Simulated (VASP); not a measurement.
A run of VASP 6.6.1 is set up as follows.

Contents of INCAR:

```
PREC = Accurate ; ENCUT = 520
EDIFF = 1E-7 ; ISMEAR = 0
SIGMA = 0.011 ; LREAL = False
LASPH = True ; NELM = 80
ALGO = Fast ; ISIF = 2
LWAVE = False ; LCHARG = False
GGA = PE ; NBANDS = 11
```

Contents of KPOINTS:

```
regular mesh
0
Gamma
  12 12 12
```

File POSCAR:

```
Pd
1.0
   -1.5722810000      1.5722810000      1.5722810000
    1.5722810000     -1.5722810000      1.5722810000
    1.5722810000      1.5722810000     -1.5722810000
Pd
1
Direct
    0.0000000000      0.0000000000      0.0000000000
```

Potentials or basis: VASP PAW PBE potentials, release 64 (Pd).

Command:

```bash
$ cat potpaw_PBE.64/Pd/POTCAR > POTCAR
$ mpirun -np 1 vasp_std > vasp.out
```

Q: Estimate the pressure.

A: -1.5 GPa.

Q: What does it give for the band gap on the k mesh?

A: Zero (band 5 reaches 9.47 eV, above the bottom of band 6 at 7.92 eV).
